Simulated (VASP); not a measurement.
# Ga27As26 (a cell with a defect): single point with PBE

Ga27As26 (a cell with a defect):

```
Ga As
1.0
     0.00000    8.48055    8.48055
     8.48055    0.00000    8.48055
     8.48055    8.48055    0.00000
Ga As
27 26
Direct
  0.00079 0.00139 0.00059
  0.99886 0.99957 0.33618
  0.99847 0.99856 0.66852
  0.00153 0.32785 0.00196
  0.99868 0.33468 0.33408
  0.99890 0.33444 0.66602
  0.99856 0.66797 0.99876
  0.99863 0.66636 0.33408
  0.99859 0.66763 0.66852
  0.33189 0.00058 0.00043
  0.33458 0.99858 0.33420
  0.33432 0.99882 0.66604
  0.33379 0.33446 0.99890
  0.33330 0.33346 0.33322
  0.33383 0.33442 0.66614
  0.33391 0.66625 0.99879
  0.33431 0.66628 0.33424
  0.33407 0.66640 0.66657
  0.66810 0.99857 0.99867
  0.66618 0.99858 0.33412
  0.66774 0.99858 0.66852
  0.66579 0.33440 0.99900
  0.66584 0.33481 0.33401
  0.66621 0.33433 0.66654
  0.66822 0.66791 0.99869
  0.66633 0.66637 0.33434
  0.66629 0.66631 0.66662
  0.08401 0.08409 0.41521
  0.08380 0.08389 0.75107
  0.08342 0.41443 0.08375
  0.08333 0.41695 0.41655
  0.08345 0.41443 0.75188
  0.08354 0.75154 0.08371
  0.08380 0.75074 0.41507
  0.08394 0.74973 0.74995
  0.41468 0.08389 0.08381
  0.41675 0.08344 0.41658
  0.41470 0.08388 0.75105
  0.41640 0.41686 0.08329
  0.41645 0.41686 0.41667
  0.41676 0.41699 0.74979
  0.41464 0.75105 0.08381
  0.41696 0.74968 0.41713
  0.41689 0.74979 0.74975
  0.75108 0.08390 0.08373
  0.75031 0.08413 0.41507
  0.74966 0.08413 0.74990
  0.75130 0.41457 0.08373
  0.74962 0.41700 0.41709
  0.74972 0.41692 0.74986
  0.74969 0.74974 0.08422
  0.74963 0.74965 0.41716
  0.74971 0.74975 0.74991
```

```json
{
  "Program": "VASP 6.6.1",
  "Task": "single point",
  "Functional": "PBE",
  "Potentials or basis": "VASP PAW PBE potentials, release 64 (Ga_d, As)",
  "Cutoff": "520 eV",
  "k mesh": "1 × 1 × 1",
  "Occupations": "gaussian, width 0.05 eV",
  "Spin": "collinear spin, zero start",
  "Dipole correction": "no",
  "Further INCAR settings": "LREAL = Auto; ALGO = Normal; EDIFF = 1e-07; NBANDS = 276"
}
```

```yaml
Pressure: 5.1 GPa
Largest_force: 0.051 eV/Å
Net_moment: 0.00 μB per cell
Valence_electrons_inside_the_program's_atomic_spheres: Ga 11.58, 11.59, 11.66, 11.57, 11.68, 11.69 (each value once); As 2.85, 2.88 (each value once)
```

Forces on the atoms (eV/Å):
```
Ga   0.006  0.009  0.002
Ga  -0.035 -0.022  0.030
Ga   0.001  0.000  0.003
Ga   0.008 -0.005  0.005
Ga  -0.006  0.004  0.000
Ga  -0.006  0.003 -0.003
Ga  -0.002 -0.004 -0.007
Ga  -0.002  0.004  0.001
Ga   0.009 -0.001  0.000
Ga   0.011 -0.012 -0.011
Ga   0.010 -0.007  0.004
Ga   0.004 -0.010  0.000
Ga  -0.001  0.007 -0.006
Ga   0.002  0.000  0.000
Ga  -0.004  0.002  0.002
Ga   0.007  0.010  0.003
Ga  -0.008 -0.006 -0.005
Ga  -0.011  0.011  0.008
Ga   0.002 -0.001  0.001
Ga   0.012 -0.003  0.009
Ga  -0.007 -0.001  0.012
Ga  -0.001  0.005 -0.002
Ga  -0.007  0.005 -0.011
Ga   0.007 -0.009  0.007
Ga   0.002 -0.003 -0.001
Ga   0.007  0.011 -0.008
Ga  -0.011 -0.008 -0.009
As   0.006  0.003  0.010
As  -0.002 -0.003  0.009
As   0.000  0.004  0.001
As  -0.002  0.003  0.003
As  -0.010  0.000 -0.002
As  -0.001  0.005  0.001
As  -0.007  0.003 -0.004
As  -0.008  0.009  0.005
As   0.005 -0.001  0.002
As   0.000 -0.002 -0.001
As   0.004 -0.009 -0.002
As   0.004  0.001 -0.004
As  -0.004 -0.001 -0.001
As   0.000 -0.002  0.008
As  -0.003  0.003 -0.006
As   0.001  0.022 -0.001
As  -0.010  0.000 -0.001
As   0.003  0.001  0.002
As   0.016 -0.015 -0.013
As   0.011 -0.007  0.006
As  -0.007  0.007 -0.001
As   0.021  0.001 -0.001
As   0.000 -0.008  0.002
As   0.006  0.010 -0.007
As   0.000  0.003 -0.020
As  -0.009 -0.006 -0.009
```

Levels at points of the mesh, in eV from the Fermi level:
Spin up:
```tsv
k point	band 236	band 237	band 238	band 239	band 240	band 241	band 242	band 243	band 244	band 245
(0.00, 0.00, 0.00)	-1.57	-1.57	-0.81	-0.81	-0.80	0.00	0.41	0.42	0.44	0.53
```
Spin down:
```tsv
k point	band 237	band 238	band 239	band 240	band 241	band 242	band 243	band 244
(0.00, 0.00, 0.00)	-1.57	-0.81	-0.81	-0.80	0.00	0.41	0.42	0.44
```

It took 62 min on 1 thread of Intel Xeon 8259CL (shared host), peak memory 1.8 GiB.

Caveat: the k points lie up to 0.64 Å⁻¹ apart; no moment was typed at the start, so none could form.
